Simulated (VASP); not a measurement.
# AlAs (F-43m) in VASP: notebook

The runs below take AlAs through single point, with PBEsol.

All numbers are computed with VASP 6.6.1; they aren't measurements. Logs are shortened: lines on timing, memory, paths and dates and some standing lists are left out, and cuts for length are marked.

**1. The cell of the first run**

The structure is cubic, space group F-43m (No. 216). Conventional cell: a = 5.661 Å, b = 5.661 Å, c = 5.661 Å, α = 90.00°, β = 90.00°, γ = 90.00°. Al (site symmetry -43m) has 4 As at 2.45 Å within 3.2 Å. Within 3.2 Å of As (site symmetry -43m) lie 4 Al at 2.45 Å.

**2. Single point, PBEsol**

File INCAR:

```
PREC = Accurate
ENCUT = 500
EDIFF = 1E-6
ISMEAR = 0
SIGMA = 0.01
LREAL = False
LASPH = True
NELM = 120
ALGO = Normal
ISIF = 2
LWAVE = False
LCHARG = False
GGA = PS
NBANDS = 11
GGA_COMPAT = False
```

File KPOINTS:

```
Automatic mesh
0
Gamma
  4 4 4
```

File POSCAR:

```
AlAs
1.0
    0.0000000000      2.8304000000      2.8304000000
    2.8304000000      0.0000000000      2.8304000000
    2.8304000000      2.8304000000      0.0000000000
Al As
1 1
Direct
    0.0000000000      0.0000000000      0.0000000000
    0.2500000000      0.2500000000      0.2500000000
```

Potentials or basis: VASP PAW PBE potentials, release 64 (Al, As).

Launch:

```bash
cat potpaw_PBE.64/Al/POTCAR potpaw_PBE.64/As/POTCAR > POTCAR
mpirun -np 1 vasp_std > vasp.out
```

OUTCAR:

```text
PREC = Accurate
   ENCUT = 500
   EDIFF = 1E-6
   ISMEAR = 0
   LREAL = False
   LASPH = True
   NELM = 120
   ISIF = 2
   GGA = PS

 ion  position               nearest neighbor table
   1  0.000  0.000  0.000-   2 2.45   2 2.45   2 2.45   2 2.45
   2  0.250  0.250  0.250-   1 2.45   1 2.45   1 2.45   1 2.45

  LATTYP: Found a face centered cubic cell.
 ALAT       =     5.6608000000

  Lattice vectors:

 A1 = (   0.0000000000,   2.8304000000,   2.8304000000)
 A2 = (   2.8304000000,   0.0000000000,   2.8304000000)
 A3 = (   2.8304000000,   2.8304000000,   0.0000000000)

Analysis of symmetry for initial positions (statically):
=====================================================================
 Subroutine PRICEL returns:
 Original cell was already a primitive cell.

 Routine SETGRP: Setting up the symmetry group for a
 face centered cubic supercell.

 Subroutine GETGRP returns: Found 24 space group operations
 (whereof 24 operations were pure point group operations)
 out of a pool of 48 trial point group operations.

The static configuration has the point symmetry T_d .

Analysis of symmetry for dynamics (positions and initial velocities):
=====================================================================
 Subroutine PRICEL returns:
 Original cell was already a primitive cell.

 Routine SETGRP: Setting up the symmetry group for a
 face centered cubic supercell.

 Subroutine GETGRP returns: Found 24 space group operations
 (whereof 24 operations were pure point group operations)
 out of a pool of 48 trial point group operations.

The dynamic configuration has the point symmetry T_d .

 Subroutine INISYM returns: Found 24 space group operations
 (whereof 24 operations are pure point group operations),
 and found     1 'primitive' translations

----------------------------------------------------------------------------------------

                                     Primitive cell

  volume of cell :      45.3496

  direct lattice vectors                    reciprocal lattice vectors
     0.000000000  2.830400000  2.830400000    -0.176653477  0.176653477  0.176653477
     2.830400000  0.000000000  2.830400000     0.176653477 -0.176653477  0.176653477
     2.830400000  2.830400000  0.000000000     0.176653477  0.176653477 -0.176653477

  length of vectors
     4.002790067  4.002790067  4.002790067     0.305972797  0.305972797  0.305972797

  position of ions in fractional coordinates (direct lattice)
     0.000000000  0.000000000  0.000000000
     0.250000000  0.250000000  0.250000000

  ion indices of the primitive-cell ions
   primitive index   ion index
                 1           1
                 2           2

----------------------------------------------------------------------------------------

 KPOINTS: Automatic mesh

Automatic generation of k-mesh.
 Grid dimensions read from file:
 generate k-points for:    4    4    4

 Generating k-lattice:

  Cartesian coordinates                     Fractional coordinates (reciprocal lattice)
    -0.044163369  0.044163369  0.044163369     0.250000000  0.000000000  0.000000000
     0.044163369 -0.044163369  0.044163369     0.000000000  0.250000000  0.000000000
     0.044163369  0.044163369 -0.044163369     0.000000000  0.000000000  0.250000000

  Length of vectors
     0.076493199  0.076493199  0.076493199

  Shift w.r.t. Gamma in fractional coordinates (k-lattice)
     0.000000000  0.000000000  0.000000000

 Subroutine IBZKPT returns following result:
 ===========================================

 Found      8 irreducible k-points:

 Following reciprocal coordinates:
            Coordinates               Weight
  0.000000  0.000000  0.000000      1.000000
  0.250000  0.000000  0.000000      8.000000
  0.500000  0.000000  0.000000      4.000000
  0.250000  0.250000  0.000000      6.000000
  0.500000  0.250000  0.000000     24.000000
 -0.250000  0.250000  0.000000     12.000000
  0.500000  0.500000  0.000000      3.000000
 -0.250000  0.500000  0.250000      6.000000
   k-points           NKPTS =      8   k-points in BZ     NKDIM =      8   number of bands    NBANDS=     11
   number of dos      NEDOS =    301   number of ions     NIONS =      2
   total plane-waves  NPLWV =  27000
   dimension x,y,z NGX =    30 NGY =   30 NGZ =   30
   dimension x,y,z NGXF=    60 NGYF=   60 NGZF=   60
   ions per type =               1   1
   NGX,Y,Z   is equivalent  to a cutoff of  12.46, 12.46, 12.46 a.u.
   NGXF,Y,Z  is equivalent  to a cutoff of  24.92, 24.92, 24.92 a.u.
 SYSTEM =  unknown system
   PREC   = accura    normal or accurate (medium, high low for compatibility)
   ISTART =      0    job   : 0-new  1-cont  2-samecut
   ICHARG =      2    charge: 1-file 2-atom 10-const
   ISPIN  =      1    spin polarized calculation?
   LNONCOLLINEAR =      F non collinear calculations
   LSORBIT =      F    spin-orbit coupling
   LASPH  =      T    aspherical Exc in radial PAW
   ENCUT  =  500.0 eV  36.75 Ry    6.06 a.u.   7.30  7.30  7.30*2*pi/ulx,y,z
   NELM   =    120;   NELMIN=  2; NELMDL= -5     # of ELM steps
   EDIFF  = 0.1E-05   stopping-criterion for ELM
   LREAL  =      F    real-space projection
   EDIFFG = 0.1E-04   stopping-criterion for IOM
   NSW    =      0    number of steps for IOM
   IBRION =     -1    ionic relax: 0-MD 1-quasi-New 2-CG
   NFREE  =      0    steps in history (QN), initial steepest desc. (CG)
   ISIF   =      2    stress and relaxation
   ISYM   =      2    0-nonsym 1-usesym 2-fastsym
   POTIM  = 0.5000    time-step for ionic-motion
   TEBEG  =    0.0;   TEEND  =   0.0 temperature during run
   PSTRESS=    0.0 pullay stress
   NELECT =       8.0000    total number of electrons
   NUPDOWN=      -1.0000    fix difference up-down
   EMIN   =  10.00;   EMAX   =-10.00  energy-range for DOS
   EFERMI =   0.00;   METHOD = LEGACY
   ISMEAR =     0;   SIGMA  =   0.01  broadening in eV -4-tet -1-fermi 0-gaus
   EFERMI_NEDOS =   21; number of points for ismear=-14 and -15
   IALGO  =     38    algorithm
   IMIX   =      4    mixing-type and parameters
     AMIX     =   0.40;   BMIX     =  1.00
     AMIX_MAG =   1.60;   BMIX_MAG =  1.00
  volume/ion in A,a.u.               =      22.67       153.02
  Fermi-wavevector in a.u.,A,eV,Ry     =   0.918150  1.735052 11.469706  0.843000
  Thomas-Fermi vector in A             =   2.043199
   LORBIT       =      0    0 simple, 1 ext, 2 COOP (PROOUT), +10 PAW based schemes
   GGA     = PS    functional components
   LHFCALC =     F    Hartree Fock is set to
   AEXX    =    0.0000 exact exchange contribution
   IVDW    =     0    specifies the selected vdW correction
   LEPSILON=     F    determine dielectric tensor
   LRPA    =     F    only Hartree local field effects (RPA)
 non-spin polarized calculation
 Gauss-broadening in eV      SIGMA  =   0.01
  energy-cutoff  :      500.00
  volume of cell :       45.35
 maximum number of plane-waves:      1174
 NGX is ok and might be reduce to    30
   NGX = 15   NGY = 15   NGZ = 15

 number of electron       8.0000000 magnetization

 Free energy of the ion-electron system (eV)
  ---------------------------------------------------
  ext. energy  EPLUGINS =         0.00000000
  ---------------------------------------------------
  free energy    TOTEN  =        -9.94245294 eV

  energy without entropy =       -9.94245294  energy(sigma->0) =       -9.94245294

 E-fermi :   3.8895     XC(G=0):  -9.1786

 val. band max:        3.8441985264   @ k =   0.0000   0.0000   0.0000
 cond. band min:       5.1316325675   @ k =   0.5000   0.5000   0.0000
 fundamental gap:      1.2874340411
 Fermi energy:         3.8894970919

 k-point     1 :       0.0000    0.0000    0.0000
  band No.  band energies     occupation
      1      -8.0445      2.00000
      2       3.8442      2.00000
      3       3.8442      2.00000
      4       3.8442      2.00000
      5       5.8129      0.00000
      6       8.0761      0.00000
      7       8.0761      0.00000
      8       8.0761      0.00000
      9      12.5297      0.00000
     10      12.8071      0.00000
     11      12.8071      0.00000

 k-point     2 :       0.2500    0.0000    0.0000
  band No.  band energies     occupation
      1      -7.4624      2.00000
      2       0.4220      2.00000
      3       3.3608      2.00000
      4       3.3608      2.00000
      5       6.3813      0.00000
      6       8.6947      0.00000
      7       8.6947      0.00000
      8      10.2133      0.00000
      9      12.0683      0.00000
     10      12.0683      0.00000
     11      13.0479      0.00000

 k-point     3 :       0.5000    0.0000    0.0000
  band No.  band energies     occupation
      1      -6.6086      2.00000
      2      -1.7797      2.00000
      3       3.0136      2.00000
      4       3.0136      2.00000
      5       5.9034      0.00000
      6       8.4448      0.00000
      7       8.4448      0.00000
      8      11.3971      0.00000
      9      14.9006      0.00000
     10      15.3205      0.00000
     11      15.3205      0.00000

 k-point     4 :       0.2500    0.2500    0.0000
  band No.  band energies     occupation
      1      -7.2617      2.00000
      2       0.6076      2.00000
      3       2.4836      2.00000
      4       2.4836      2.00000
      5       6.3230      0.00000
      6       7.5213      0.00000
      7      10.6321      0.00000
      8      10.6321      0.00000
      9      11.1969      0.00000
     10      13.9022      0.00000
     11      15.9489      0.00000

 k-point     5 :       0.5000    0.2500    0.0000
  band No.  band energies     occupation
      1      -6.3768      2.00000
      2      -1.2387      2.00000
      3       1.0720      2.00000
      4       2.2108      2.00000
      5       6.2884      0.00000
      6       8.9322      0.00000
      7      10.1469      0.00000
      8      10.7154      0.00000
      9      14.0703      0.00000
     10      15.2179      0.00000
     11      16.6380      0.00000

 k-point     6 :      -0.2500    0.2500    0.0000
  band No.  band energies     occupation
      1      -6.6922      2.00000
      2      -0.7369      2.00000
      3       0.9275      2.00000
      4       2.9371      2.00000
      5       7.1541      0.00000
      6       9.5018      0.00000
      7       9.6893      0.00000
      8      10.0970      0.00000
      9      11.4065      0.00000
     10      14.0380      0.00000
     11      16.1987      0.00000

 k-point     7 :       0.5000    0.5000    0.0000
  band No.  band energies     occupation
      1      -6.0535      2.00000
      2      -1.6200      2.00000
      3       1.6466      2.00000
      4       1.6466      2.00000
      5       5.1316      0.00000
      6       6.0357      0.00000
      7      14.1058      0.00000
      8      14.1058      0.00000
      9      15.5151      0.00000
     10      16.3740      0.00000
     11      16.3740      0.00000

 k-point     8 :      -0.2500    0.5000    0.2500
  band No.  band energies     occupation
      1      -6.0202      2.00000
      2      -1.2680      2.00000
      3       0.6136      2.00000
      4       0.9670      2.00000
      5       8.0560      0.00000
      6       9.4496      0.00000
      7       9.4616      0.00000
      8       9.7918      0.00000
      9      14.3748      0.00000
     10      16.1196      0.00000
     11      16.3476      0.00000

------------------------ aborting loop because EDIFF is reached ----------------------------------------

  FORCE on cell =-STRESS in cart. coord.  units (eV):
  Direction    XX          YY          ZZ          XY          YZ          ZX
  --------------------------------------------------------------------------------------
  -------------------------------------------------------------------------------------
  Total        0.3174969      0.3174969      0.3174969     -0.0000000     -0.0000000      0.0000000
  in kB       11.2169982     11.2169982     11.2169982     -0.0000000     -0.0000000      0.0000000
  external PRESSURE =      11.2169982 kB  Pullay stress =       0.0000000 kB

 VOLUME and BASIS-vectors are now :
 -----------------------------------------------------------------------------
  energy-cutoff  :      500.00
  volume of cell :       45.35
      direct lattice vectors                 reciprocal lattice vectors
     0.000000000  2.830400000  2.830400000    -0.176653477  0.176653477  0.176653477
     2.830400000  0.000000000  2.830400000     0.176653477 -0.176653477  0.176653477
     2.830400000  2.830400000  0.000000000     0.176653477  0.176653477 -0.176653477

 POSITION                                       TOTAL-FORCE (eV/Angst)
 -----------------------------------------------------------------------------------
      0.00000      0.00000      0.00000         0.000000      0.000000      0.000000
      1.41520      1.41520      1.41520        -0.000000     -0.000000     -0.000000
 -----------------------------------------------------------------------------------
    total drift:                                0.000000      0.000000      0.000000

  FREE ENERGIE OF THE ION-ELECTRON SYSTEM (eV)
  ---------------------------------------------------
  free  energy   TOTEN  =        -9.9424529362 eV

  energy  without entropy=       -9.9424529362  energy(sigma->0) =       -9.94245294
```

It used 4.3 s of CPU time on 1 thread of AMD EPYC 7R13 Processor (Zen 3) (shared host).

Results:

```
Free energy            : -9.9425 eV
Pressure               : 1.1 GPa
Band gap on the k mesh : 1.29 eV, indirect (least direct gap 1.97 eV)
```

Caveat: the k points lie up to 0.48 Å⁻¹ apart; the PAW data sets were made with another functional, which shifts forces and pressure a little. A k mesh can miss the band edges.

(Part 1 of 2 ends here.)
